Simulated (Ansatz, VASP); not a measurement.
# GaSb2 in VASP and in Ansatz

```xyz
6
Lattice="4.1587 0.0000 0.0000 -2.0794 3.6016 0.0000 0.0000 0.0000 10.9966" Properties=species:S:1:pos:R:3 pbc="T T T"
Ga    0.0000    2.4010    2.7491
Ga    2.0794    1.2005    8.2474
Sb    0.0000    2.4010    6.4896
Sb    2.0794    1.2005    0.9913
Sb    0.0000    2.4010   10.0053
Sb    2.0794    1.2005    4.5070
```

Change from the starting cell: the structure that the rattled 2H molybdenite type (P6_3/mmc, No. 194) fell into.

Alike in both runs: task single point; functional PBE; k mesh 6 × 6 × 2; occupations gaussian, width 0.1 eV; no spin polarisation.

```csv
,VASP,Ansatz
version,VASP 6.6.1,Ansatz 0.2.0
potentials or method,"VASP PAW PBE potentials, release 64 (Ga_d, Sb), cutoff 520 eV","scalar-relativistic, plane waves, PAW"
valence electrons in the cell,46,86
```

```csv
,VASP,Ansatz,Ansatz less VASP
gap on the k mesh at the Fermi level (eV),none,none,-
pressure (GPa),0.0,0.0,+0.01
"traceless stress, the component that is largest in VASP (GPa)",0.05,0.04,-0.012
rms of the force components (eV/Å),0.003,0.003,-0.0004
```

Atom by atom the forces differ by 0.000 eV/Å (rms over components). A gap of «none» marks a metal or a gap that the smearing closes. The functional is the same, so the differences come from potentials, cutoffs and numerics. VASP's potentials hold 46 valence electrons a cell and Ansatz's 86, so a difference there can come from the potentials and not from the codes.

Neither program's run includes spin-orbit coupling.
